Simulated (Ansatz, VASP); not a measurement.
# One calculation of PbSe, two programs

The input POSCAR:

```
PbSe
1.0
    0.0000000000      3.4232041400      3.4232041400
    3.4232041400      0.0000000000      3.4232041400
    3.4232041400      3.4232041400      0.0000000000
Pb Se
1 1
Direct
    0.0000000000      0.0000000000      0.0000000000
    0.2500000000      0.2500000000      0.2500000000
```

INCAR.step1

```
  ALGO = Normal
  EDIFF = 1E-5
  ENCUT = 520
  GGA = PE
  ISIF = 2
  ISMEAR = 0
  LASPH = True
  LCHARG = False
  LREAL = False
  LWAVE = True
  NBANDS = 17
  NELM = 60
  PREC = Accurate
  SIGMA = 0.01
```

The input INCAR.step2:

```
  AEXX = 0.75
  ALGO = Normal
  EDIFF = 1E-6
  ENCUT = 520
  GGA = PE
  HFSCREEN = 0.1
  ISIF = 2
  ISMEAR = 0
  ISTART = 1
  LASPH = True
  LCHARG = False
  LHFCALC = True
  LREAL = False
  LWAVE = False
  NBANDS = 17
  NELM = 60
  PREC = Accurate
  PRECFOCK = Normal
  SIGMA = 0.01
```

File KPOINTS:

```
k-points
0
Gamma
  4 4 4
```

Input for Ansatz:

```yaml
crystal:
  lattice:
    - [0.0, 3.42320414, 3.42320414]
    - [3.42320414, 0.0, 3.42320414]
    - [3.42320414, 3.42320414, 0.0]
  atoms:
    - { symbol: Pb, position: [0.0, 0.0, 0.0] }
    - { symbol: Se, position: [0.25, 0.25, 0.25] }
kpoints:
  mp_grid: { grid: [4, 4, 4] }
hamiltonian:
  xc: { exchange: pbe, correlation: pbe, exx: { coeff: 0.75, omega: 0.1 } }
scf:
  occupations: { method: fixed }
  n_extra_bands: 4
output:
  forces: true
  stress: true
  eigenvalues: true
```

Alike in both runs: task single point; functional PBE-based screened hybrid with a share of 0.75 of exact exchange and HFSCREEN = 0.1; k mesh 4 × 4 × 4; no spin polarisation.

|  | VASP | Ansatz |
| --- | --- | --- |
| version | VASP 6.6.1 | Ansatz 0.2.0 |
| potentials or method | VASP PAW PBE potentials, release 64 (Pb_d, Se) | plane waves |
| plane-wave cutoff (eV) | 520 | 420 |
| occupations | gaussian, width 0.01 eV | fixed |
| valence electrons in the cell | 20 | 30 |

|  | VASP | Ansatz | Ansatz less VASP |
| --- | --- | --- | --- |
| gap on the k mesh at the Fermi level (eV) | 3.09 | 3.02 | -0.077 |
| pressure (GPa) | -1.2 | -0.8 | +0.33 |

VASP's potentials were made for PBE, not for PBE-based screened hybrid. VASP's potentials hold 20 valence electrons a cell and Ansatz's 30, so a difference there can come from the potentials and not from the codes. Ansatz's warnings: stress exchange threshold loose, stress scf threshold loose.

Neither program's run includes spin-orbit coupling.
